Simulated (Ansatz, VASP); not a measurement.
# One calculation of ScSi, two programs

File INCAR:

```
SYSTEM = ScSi
  ALGO = Normal
  EDIFF = 1E-6
  ENCUT = 520
  ISIF = 2
  ISMEAR = -1
  LASPH = .True.
  LCHARG = .False.
  LREAL = .False.
  LWAVE = .False.
  NBANDS = 23
  NELM = 100
  PREC = Accurate
  SIGMA = 0.03
```

File KPOINTS:

```
k-points
0
Gamma
  9 9 9
  0 0 0
```

File POSCAR:

```
ScSi
1.0
    1.9969585645     -4.9534918553      0.0000000000
    1.9969585645      4.9534918553      0.0000000000
    0.0000000000      0.0000000000      3.6674488900
Sc Si
2 2
Direct
    0.1392070300      0.8607929700      0.7500000000
    0.8607929700      0.1392070300      0.2500000000
    0.4194360600      0.5805639400      0.7500000000
    0.5805639400      0.4194360600      0.2500000000
```

Input for Ansatz:

```yaml
crystal:
  lattice:
    - [1.9969585645, -4.9534918553, 0.0]
    - [1.9969585645, 4.9534918553, 0.0]
    - [0.0, 0.0, 3.66744889]
  atoms:
    - { symbol: Sc, position: [0.13920703, 0.86079297, 0.75] }
    - { symbol: Sc, position: [0.86079297, 0.13920703, 0.25] }
    - { symbol: Si, position: [0.41943606, 0.58056394, 0.75] }
    - { symbol: Si, position: [0.58056394, 0.41943606, 0.25] }
kpoints:
  mp_grid: { grid: [9, 9, 9] }
  band_path:
    path:
      - [0.0, 0.0, 0.0]
      - [-0.5, 0.5, 0.0]
      - [-0.2906307847, 0.7093692153, 0.0]
      - [0.2906307847, 0.2906307847, 0.0]
      - [0.0, 0.0, 0.0]
      - [0.0, 0.0, 0.5]
      - [0.2906307847, 0.2906307847, 0.5]
      - [-0.2906307847, 0.7093692153, 0.5]
      - [-0.5, 0.5, 0.5]
    npoints: 8
scf:
  occupations: { method: fermi_dirac, width: 0.03 }
hamiltonian:
  xc: lda
  pseudopotentials: { kind: all_electron, lapw: { basis_error: 0.001 } }
output:
  forces: true
  stress: true
  eigenvalues: true
  populations: true
  dos: { projected: true, de: 0.2, e_range: [-14, 8] }
```

Alike in both runs: task single point; functional LDA; k mesh 9 × 9 × 9; occupations fermi-dirac, width 0.03 eV; no spin polarisation.

|  | VASP | Ansatz |
| --- | --- | --- |
| version | VASP 6.6.1 | Ansatz 0.2.0 |
| potentials or method | VASP PAW LDA potentials, release 64 (Sc_sv, Si), cutoff 520 eV | all-electron LAPW, scalar-relativistic |

|  | VASP | Ansatz | Ansatz less VASP |
| --- | --- | --- | --- |
| pressure (GPa) | -5.4 | -5.7 | -0.22 |
| traceless stress, the component that is largest in VASP (GPa) | 0.22 | 0.23 | +0.012 |
| rms of the force components (eV/Å) | 0.036 | 0.040 | +0.0038 |

LDA's correlation is that of Perdew and Zunger in VASP and of Perdew and Wang (1992) in Ansatz. Atom by atom the forces differ by 0.004 eV/Å (rms over components). Ansatz ran all-electron here, and VASP with PAW potentials.
